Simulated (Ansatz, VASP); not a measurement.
One calculation of Y, two programs

INCAR

```
ALGO = Normal
EDIFF = 1E-7
ENCUT = 520
GGA = PE
ISIF = 2
ISMEAR = -1
LASPH = True
LCHARG = False
LREAL = False
LWAVE = False
NBANDS = 42
NELM = 80
PREC = Accurate
SIGMA = 0.05
```

The input KPOINTS:

```
k-points
0
Gamma
  10 7 1
```

POSCAR

```
Y
1.0
    3.6580181829      0.0000000000      0.0000000000
    0.0000000000      5.6733912590      0.0000000000
    0.0000000000      0.0000000000     23.3919000000
Y
6
Direct
    0.7500000000      0.7500000000      0.3462357758
    0.2500000000      0.2500000000      0.3925698162
    0.2500000000      0.7500000000      0.4755114704
    0.7500000000      0.2500000000      0.5244885275
    0.7500000000      0.7500000000      0.6074301869
    0.2500000000      0.2500000000      0.6537642232
```

Input for Ansatz:

```yaml
crystal:
  lattice:
    - [3.6580181829, 0.0, 0.0]
    - [0.0, 5.673391259, 0.0]
    - [0.0, 0.0, 23.3919]
  atoms:
    - { symbol: "Y", position: [0.75, 0.75, 0.3462357758] }
    - { symbol: "Y", position: [0.25, 0.25, 0.3925698162] }
    - { symbol: "Y", position: [0.25, 0.75, 0.4755114704] }
    - { symbol: "Y", position: [0.75, 0.25, 0.5244885275] }
    - { symbol: "Y", position: [0.75, 0.75, 0.6074301869] }
    - { symbol: "Y", position: [0.25, 0.25, 0.6537642232] }
kpoints:
  mp_grid: { grid: [10, 7, 1] }
scf:
  occupations: { method: fermi_dirac, width: 0.05 }
hamiltonian:
  xc: pbe
  pseudopotentials: { kind: paw }
output:
  forces: true
  stress: true
  eigenvalues: true
  core_levels:
    shells: { "Y": ["3d"] }
    counted_from: fermi_level
    add_spin: false
```

Alike in both runs: task single point; functional PBE; k mesh 10 × 7 × 1; occupations fermi-dirac, width 0.05 eV; no spin polarisation.

```csv
,VASP,Ansatz
version,VASP 6.6.1,Ansatz 0.2.0
potentials or method,"VASP PAW PBE potentials, release 64 (Y_sv)","PAW with Ansatz's default frozen-core files, scalar-relativistic"
plane-wave cutoff (eV),520,420
valence electrons in the cell,66,66
```

```tsv
	VASP	Ansatz	Ansatz less VASP
rms of the force components (eV/Å)	0.005	0.002	-0.0029
```

Atom by atom the forces differ by 0.004 eV/Å (rms over components).
